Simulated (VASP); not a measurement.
A run of VASP 6.6.1 is set up as follows.

Contents of INCAR:

```
SYSTEM = WSe2
PREC = Accurate
ENCUT = 500
EDIFF = 1E-6
ISMEAR = 0
SIGMA = 0.02
LREAL = .FALSE.
LASPH = .TRUE.
NELM = 120
ALGO = Normal
ISIF = 2
LWAVE = .FALSE.
LCHARG = .FALSE.
GGA = PE
NBANDS = 20
GGA_COMPAT = .FALSE.
```

File KPOINTS:

```
regular mesh
0
G
  9 9 2
  0 0 0
```

The input POSCAR:

```
WSe2
1.0
    3.3179375931      0.0000000000      0.0000000000
   -1.6589687966      2.8734182438      0.0000000000
    0.0000000000      0.0000000000     16.6581424200
W Se
1 2
Direct
    0.0000000000      0.0000000000      0.0000000000
    0.3333333300      0.6666666700      0.0997865200
    0.3800893514      0.6357279091      0.8996227779
```

Potentials or basis: VASP PAW PBE potentials, release 64 (W_sv, Se).

The run is started by

```sh
$ cat potpaw_PBE.64/W_sv/POTCAR potpaw_PBE.64/Se/POTCAR > POTCAR
$ mpirun -np 1 vasp_std > vasp.out
```

Q: Predict the band gap on the k mesh.

A: 1.50 eV.

Q: Estimate the largest force.

A: 1.829 eV/Å.

Forces in eV/Å, atoms in the order of the input:
```
W    1.689 -0.640  0.291
Se  -0.105  0.065  0.344
Se  -1.584  0.575 -0.635
```

Caveat: the cell differs from its parent crystal (one atom moved); there is no dipole correction, which matters where the two faces differ; spin-orbit coupling is left out, which moves the levels of the heavy elements.
